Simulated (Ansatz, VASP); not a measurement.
HfC: VASP beside Ansatz

File POSCAR:

```
HfC
1.0
    0.0000000000      2.3258553908      2.3258553908
    2.3258553908      0.0000000000      2.3258553908
    2.3258553908      2.3258553908      0.0000000000
Hf C
1 1
Direct
    0.5000000000      0.5000000000      0.5000000000
    0.0000000000      0.0000000000      0.0000000000
```

Contents of INCAR.step1:

```
PREC = Accurate
ENCUT = 520
ISMEAR = 0
SIGMA = 0.05
LREAL = False
LASPH = True
NELM = 80
NBANDS = 14
GGA = PE
ALGO = Normal
EDIFF = 1E-4
LWAVE = True
LCHARG = False
```

File INCAR.step2:

```
PREC = Accurate
ENCUT = 520
EDIFF = 1E-7
ISMEAR = 0
SIGMA = 0.05
LREAL = False
LASPH = True
NELM = 80
ALGO = Normal
ISIF = 2
LWAVE = False
LCHARG = False
METAGGA = R2SCAN
LMIXTAU = True
NBANDS = 14
ISTART = 1
```

File KPOINTS:

```
Automatic mesh
0
Gamma
  12 12 12
```

Input for Ansatz:

```yaml
crystal:
  lattice:
    - [0.0, 2.3258553908, 2.3258553908]
    - [2.3258553908, 0.0, 2.3258553908]
    - [2.3258553908, 2.3258553908, 0.0]
  atoms:
    - { symbol: Hf, position: [0.5, 0.5, 0.5] }
    - { symbol: C, position: [0.0, 0.0, 0.0] }
basis:
  ecutwfc: 500
  ecutrho_ratio: 4
kpoints:
  mp_grid: { grid: [12, 12, 12] }
hamiltonian:
  xc: r2scan
scf:
  occupations: { method: gaussian, width: 0.05 }
output:
  forces: true
  stress: true
  eigenvalues: true
```

Alike in both runs: task single point; functional r2SCAN; k mesh 12 × 12 × 12; occupations gaussian, width 0.05 eV; no spin polarisation.

|  | VASP | Ansatz |
| --- | --- | --- |
| version | VASP 6.6.1 | Ansatz 0.2.0 |
| potentials or method | VASP PAW PBE potentials, release 64 (Hf_pv, C), cutoff 520 eV | scalar-relativistic, plane waves, PAW |
| valence electrons in the cell | 14 | 30 |

VASP gave:

```
gap on the k mesh at the Fermi level (eV) : none
pressure (GPa)                            : -2.8
```

**Question.** Estimate Ansatz's values.

**Answer.** gap on the k mesh at the Fermi level (eV): none; pressure (GPa): -1.7.

VASP's potentials were made for PBE, not for r2SCAN. A gap of «none» marks a metal or a gap that the smearing closes. With one functional, cell and mesh, what is left measures potentials, basis and numerics. VASP's potentials hold 14 valence electrons a cell and Ansatz's 30, so a difference there can come from the potentials and not from the codes.

Spin-orbit coupling is off throughout.
